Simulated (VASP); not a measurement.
# CoSi (NiAs type) (P6_3/mmc) in VASP: further runs, part 2 of 2

VASP 6.6.1. Earlier steps stand in the parts before.

## 3. Single point, PBE

INCAR

```
SYSTEM = CoSi
ALGO = Normal ; EDIFF = 1E-7
ENCUT = 520 ; GGA = PE
ISIF = 2 ; ISMEAR = -1
LASPH = .True. ; LCHARG = .True.
LELF = .True. ; LREAL = .False.
LVHAR = .True. ; LWAVE = .False.
NBANDS = 21 ; NELM = 60
PREC = Accurate ; SIGMA = 0.05
```

KPOINTS

```
k-points
0
Gamma
  11 11 6
  0 0 0
```

POSCAR

```
CoSi
1.0
    3.3799025570      0.0000000000      0.0000000000
   -1.6899512785      2.9270814767      0.0000000000
    0.0000000000      0.0000000000      5.0236242146
Co Si
2 2
Direct
    0.0000000000      0.0000000000      0.0000000000
    0.0000000000      0.0000000000      0.5000000000
    0.3333333333      0.6666666667      0.2500000000
    0.6666666667      0.3333333333      0.7500000000
```

Potentials or basis: VASP PAW PBE potentials, release 64 (Co, Si).

The run is started by

```bash
cat potpaw_PBE.64/Co/POTCAR potpaw_PBE.64/Si/POTCAR > POTCAR
mpirun -np 1 vasp_std > vasp.out
```

OUTCAR:

```text
SYSTEM = CoSi
   EDIFF = 1E-7
   ENCUT = 520
   GGA = PE
   ISIF = 2
   ISMEAR = -1
   LASPH = .True.
   LREAL = .False.
   NELM = 60
   PREC = Accurate

 ion  position               nearest neighbor table
   1  0.000  0.000  0.000-   3 2.32   4 2.32   4 2.32   3 2.32   4 2.32   3 2.32   2 2.51   2 2.51

   2  0.000  0.000  0.500-   3 2.32   4 2.32   4 2.32   3 2.32   4 2.32   3 2.32   1 2.51   1 2.51

   3  0.333  0.667  0.250-   1 2.32   2 2.32   1 2.32   2 2.32   1 2.32   2 2.32
   4  0.667  0.333  0.750-   1 2.32   2 2.32   1 2.32   2 2.32   1 2.32   2 2.32

  LATTYP: Found a hexagonal cell.
 ALAT       =     3.3799025570
 C/A-ratio  =     1.4863222030

  Lattice vectors:

 A1 = (   3.3799025570,   0.0000000000,   0.0000000000)
 A2 = (  -1.6899512785,   2.9270814767,   0.0000000000)
 A3 = (   0.0000000000,   0.0000000000,   5.0236242146)

Analysis of symmetry for initial positions (statically):
=====================================================================
 Subroutine PRICEL returns:
 Original cell was already a primitive cell.

 Routine SETGRP: Setting up the symmetry group for a
 hexagonal supercell.

 Subroutine GETGRP returns: Found 24 space group operations
 (whereof 12 operations were pure point group operations)
 out of a pool of 24 trial point group operations.

The static configuration has the point symmetry D_3d.
 The point group associated with its full space group is D_6h.

Analysis of symmetry for dynamics (positions and initial velocities):
=====================================================================
 Subroutine PRICEL returns:
 Original cell was already a primitive cell.

 Routine SETGRP: Setting up the symmetry group for a
 hexagonal supercell.

 Subroutine GETGRP returns: Found 24 space group operations
 (whereof 12 operations were pure point group operations)
[... 123 lines left out ...]
   EFERMI_NEDOS =   21; number of points for ismear=-14 and -15
   IALGO  =     38    algorithm
   IMIX   =      4    mixing-type and parameters
     AMIX     =   0.40;   BMIX     =  1.00
     AMIX_MAG =   1.60;   BMIX_MAG =  1.00
  volume/ion in A,a.u.               =      12.42        83.85
  Fermi-wavevector in a.u.,A,eV,Ry     =   1.319109  2.492754 23.674785  1.740048
  Thomas-Fermi vector in A             =   2.449030
   LORBIT       =      0    0 simple, 1 ext, 2 COOP (PROOUT), +10 PAW based schemes
   GGA     = PE    functional components
   LHFCALC =     F    Hartree Fock is set to
   AEXX    =    0.0000 exact exchange contribution
   IVDW    =     0    specifies the selected vdW correction
   LEPSILON=     F    determine dielectric tensor
   LRPA    =     F    only Hartree local field effects (RPA)
 non-spin polarized calculation
  energy-cutoff  :      520.00
  volume of cell :       49.70
 maximum number of plane-waves:      1354
 NGX is ok and might be reduce to    28
   NGX = 13   NGY = 13   NGZ = 19

 number of electron      25.9999996 magnetization

 Free energy of the ion-electron system (eV)
  ---------------------------------------------------
  ext. energy  EPLUGINS =         0.00000000
  ---------------------------------------------------
  free energy    TOTEN  =       -26.41009642 eV

  energy without entropy =      -26.39031211  energy(sigma->0) =      -26.40020427

 E-fermi :   9.7376     XC(G=0): -12.0965

 val. band max:        9.7302331417   @ k =   0.3636   0.1818   0.1667
 cond. band min:       9.7385808310   @ k =   0.2727   0.1818   0.5000
 fundamental gap:      0.0083476893
 Fermi energy:         9.7376195459

 k-point     1 :       0.0000    0.0000    0.0000
  band No.  band energies     occupation
      1      -2.2277      2.00000
      2       2.7845      2.00000
      3       3.6498      2.00000
      4       6.4892      2.00000
      5       6.4892      2.00000
      6       6.7863      2.00000
[... 565 lines left out ...]
     20      18.1555      0.00000
     21      18.8294      0.00000

 [... further k-points ...]

------------------------ aborting loop because EDIFF is reached ----------------------------------------

  FORCE on cell =-STRESS in cart. coord.  units (eV):
  Direction    XX          YY          ZZ          XY          YZ          ZX
  --------------------------------------------------------------------------------------
  -------------------------------------------------------------------------------------
  Total       -0.0718327     -0.0718327      0.0049325     -0.0000000     -0.0000000      0.0000000
  in kB       -2.3156684     -2.3156684      0.1590095     -0.0000000     -0.0000000      0.0000000
  external PRESSURE =      -1.4907758 kB  Pullay stress =       0.0000000 kB

 VOLUME and BASIS-vectors are now :
 -----------------------------------------------------------------------------
  energy-cutoff  :      520.00
  volume of cell :       49.70
      direct lattice vectors                 reciprocal lattice vectors
     3.379902557  0.000000000  0.000000000     0.295866518  0.170818614  0.000000000
    -1.689951278  2.927081477  0.000000000     0.000000000  0.341637227  0.000000000
     0.000000000  0.000000000  5.023624215     0.000000000  0.000000000  0.199059475

 POSITION                                       TOTAL-FORCE (eV/Angst)
 -----------------------------------------------------------------------------------
      0.00000      0.00000      0.00000         0.000000      0.000000     -0.000000
      0.00000      0.00000      2.51181         0.000000      0.000000     -0.000000
     -0.00000      1.95139      1.25591         0.000000      0.000000     -0.000000
      1.68995      0.97569      3.76772        -0.000000     -0.000000      0.000000
 -----------------------------------------------------------------------------------
    total drift:                               -0.000000      0.000000     -0.000000

  FREE ENERGIE OF THE ION-ELECTRON SYSTEM (eV)
  ---------------------------------------------------
  free  energy   TOTEN  =       -26.4100964236 eV

  energy  without entropy=      -26.3903121075  energy(sigma->0) =      -26.40020427
```

OSZICAR:

```text
N       E                     dE             d eps       ncg     rms          rms(c)
DAV:   1     0.139793674832E+03    0.13979E+03   -0.11138E+04  2688   0.134E+03
DAV:   2    -0.214312993473E+02   -0.16122E+03   -0.15311E+03  2748   0.273E+02
DAV:   3    -0.291515299656E+02   -0.77202E+01   -0.75183E+01  3137   0.734E+01
DAV:   4    -0.293583251805E+02   -0.20680E+00   -0.20637E+00  3283   0.109E+01
DAV:   5    -0.293666805674E+02   -0.83554E-02   -0.83540E-02  3365   0.227E+00    0.186E+01
DAV:   6    -0.351744573784E+02   -0.58078E+01   -0.54818E+01  3088   0.125E+02    0.243E+01
DAV:   7    -0.263709674242E+02    0.88035E+01   -0.31664E+01  3008   0.895E+01    0.406E+00
DAV:   8    -0.264537988195E+02   -0.82831E-01   -0.15551E+00  2948   0.670E+00    0.217E+00
DAV:   9    -0.264118476855E+02    0.41951E-01   -0.94157E-02  3445   0.472E+00    0.615E-01
DAV:  10    -0.264102728734E+02    0.15748E-02   -0.70119E-03  3206   0.616E-01    0.167E-01
DAV:  11    -0.264101155552E+02    0.15732E-03   -0.12432E-03  3601   0.543E-01    0.924E-02
DAV:  12    -0.264100968580E+02    0.18697E-04   -0.12473E-04  4116   0.146E-01    0.308E-02
DAV:  13    -0.264100967439E+02    0.11412E-06   -0.16555E-05  3563   0.550E-02    0.713E-03
DAV:  14    -0.264100964541E+02    0.28980E-06   -0.27748E-06  3783   0.269E-02    0.574E-03
DAV:  15    -0.264100963452E+02    0.10890E-06   -0.31973E-07  2433   0.919E-03    0.221E-03
DAV:  16    -0.264100964236E+02   -0.78409E-07   -0.10448E-07  1705   0.230E-03
   1 F= -.26410096E+02 E0= -.26400204E+02  d E =-.197843E-01
```

stdout:

```text
POSCAR found type information on POSCAR CoSi
 POSCAR found :  2 types and       4 ions
 scaLAPACK will be used
 LDA part: xc-table for (Slater+PW92), standard interpolation
 POSCAR, INCAR and KPOINTS ok, starting setup
 FFT: planning ... GRIDC
 FFT: planning ... GRID_SOFT
 FFT: planning ... GRID
 WAVECAR not read
 entering main loop
```

Wall time 35 s (1 thread of Intel Xeon 6975P-C (Granite Rapids), shared host); peak memory 0.21 GiB.

Results:

- Free energy: -26.4101 eV
- Pressure: -0.1 GPa
- Band gap on the k mesh: zero (band 13 reaches 12.33 eV, above the bottom of band 14 at 9.05 eV)

Spin polarisation is off, so any magnetic state and its effect on volume and gap are missing.

## 4. Single point, PBE

INCAR

```
  PREC = Accurate
  ENCUT = 600
  EDIFF = 1E-6
  ISMEAR = -1
  SIGMA = 0.05
  LREAL = False
  LASPH = True
  NELM = 120
  ALGO = Normal
  ISIF = 2
  LWAVE = False
  LCHARG = False
  GGA = PE
  NBANDS = 29
  GGA_COMPAT = False
```

KPOINTS

```
Automatic mesh
0
Gamma
  11 11 6
```

POSCAR is that of step 3.

Potentials or basis: VASP PAW PBE potentials, release 64 (Co_sv, Si).

The run is started by

```bash
cat potpaw_PBE.64/Co_sv/POTCAR potpaw_PBE.64/Si/POTCAR > POTCAR
mpirun -np 1 vasp_std > vasp.out
```

It took 72 s on 1 thread of Intel Xeon Platinum 8488C (Sapphire Rapids), shared host; peak memory 0.23 GiB.

Results (log left out):

```
Free energy            : -26.5509 eV
Pressure               : -1.6 GPa
Band gap on the k mesh : zero (band 21 reaches 13.09 eV, above the bottom of band 22 at 9.81 eV)
```

Stress tensor (GPa, compression positive):
```
-1.58  0.00  0.00
 0.00 -1.58  0.00
 0.00  0.00 -1.67
```

Levels at points of the mesh, in eV from the Fermi level:
```csv
k point,band 18,band 19,band 20,band 21,band 22,band 23,band 24,band 25
"(0.00, 0.00, 0.00)",-1.72,-0.50,-0.50,1.27,3.53,3.53,5.98,6.18
"(0.00, 0.00, 0.50)",-1.49,-1.49,-1.49,2.35,2.35,5.48,5.48,5.48
```

Spin polarisation is off, so any magnetic state and its effect on volume and gap are missing.
